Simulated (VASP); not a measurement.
The system is Si5Se.

```
CELL_PARAMETERS angstrom
2.96664 0.00000 0.00000
0.00000 2.96664 0.00000
0.00000 0.00000 12.56661
ATOMIC_POSITIONS crystal
Si 0.50000 0.50000 0.33448
Si 0.50000 0.50000 0.66552
Si 0.00000 0.00000 0.17599
Si 0.00000 0.00000 0.82401
Si 0.00000 0.00000 0.50000
Se 0.50000 0.50000 0.00000
```

```yaml
Program: VASP 6.6.1
Task: relaxation of cell and atoms
Functional: PBE
Potentials_or_basis: VASP PAW PBE potentials, release 64 (Si, Se)
Cutoff: 600 eV
k_mesh: 6 × 6 × 2
Occupations: gaussian, width 0.1 eV
Spin: no spin polarisation
```

At the start: pressure -8.2 GPa; volume 18.43 Å³/atom.

Problem. Where does the relaxation end?

Solution. Over 31 steps the energy falls by 225.1 meV/atom and the volume is 15.90 Å³/atom (-13.8 %); space group P4/mmm (No. 123, to 0.05 Å).

Step by step:
```
step  energy change (eV)  largest force (eV/Å)  pressure (GPa)  volume (Å³)
   1              0.0000                0.5613           -8.25       110.60
   2             -0.4469                0.5832            0.27        96.09
   3             -0.4470                0.5848            0.43        95.89
   4             -0.4839                0.5762            0.30        95.90
   5             -0.5591                0.2910            0.20        95.90
   6             -0.5390                0.6823            2.26        95.84
   7             -0.5749                0.4147            1.00        95.88
   8             -0.6086                0.3682           -1.33        98.95
   9             -0.6108                0.3529           -2.00        99.88
  10             -0.6275                0.3431           -2.15       100.06
  11             -0.6567                0.2439           -2.48       100.50
  12             -0.6794                0.0877           -2.80       101.33
  13             -0.7728                0.2768           -1.05        99.06
  14             -0.7778                0.3158           -0.80        98.74
  15             -0.7859                0.3682           -0.27        98.09
  16             -0.7976                0.4510            0.87        96.81
  17             -0.8380                0.3552            0.77        96.57
  18             -0.9891                0.0855            1.10        96.07
  19             -1.2268                0.2991            2.38        94.58
  20             -1.2521                0.0919           -1.45        98.97
  21             -1.2551                0.1391           -0.41        97.73
  22             -1.2551                0.1325           -0.53        97.87
  23             -1.2650                0.1320           -0.43        97.64
  24             -1.3085                0.2536           -0.32        96.92
  25             -1.3290                0.1566            0.05        95.33
  26             -1.3429                0.1266           -0.34        96.18
  27             -1.3457                0.0923           -0.32        95.93
  28             -1.3458                0.0887           -0.30        95.88
  29             -1.3466                0.0585            0.97        94.47
  30             -1.3479                0.0709            0.40        95.08
  31             -1.3504                0.0270            0.11        95.37
```

Final structure:
```cif
data_structure
_symmetry_space_group_name_H-M 'P 1'
_symmetry_Int_Tables_number 1
_cell_length_a 3.2737
_cell_length_b 3.2737
_cell_length_c 8.8993
_cell_angle_alpha 90.000
_cell_angle_beta 90.000
_cell_angle_gamma 90.000
_cell_volume 95.37
loop_
_atom_site_label
_atom_site_type_symbol
_atom_site_fract_x
_atom_site_fract_y
_atom_site_fract_z
_atom_site_occupancy
Si1 Si 0.50000 0.50000 0.35040 1
Si2 Si 0.50000 0.50000 0.64960 1
Si3 Si 0.00000 0.00000 0.20045 1
Si4 Si 0.00000 0.00000 0.79955 1
Si5 Si 0.00000 0.00000 0.50000 1
Se1 Se 0.50000 0.50000 0.00000 1
```
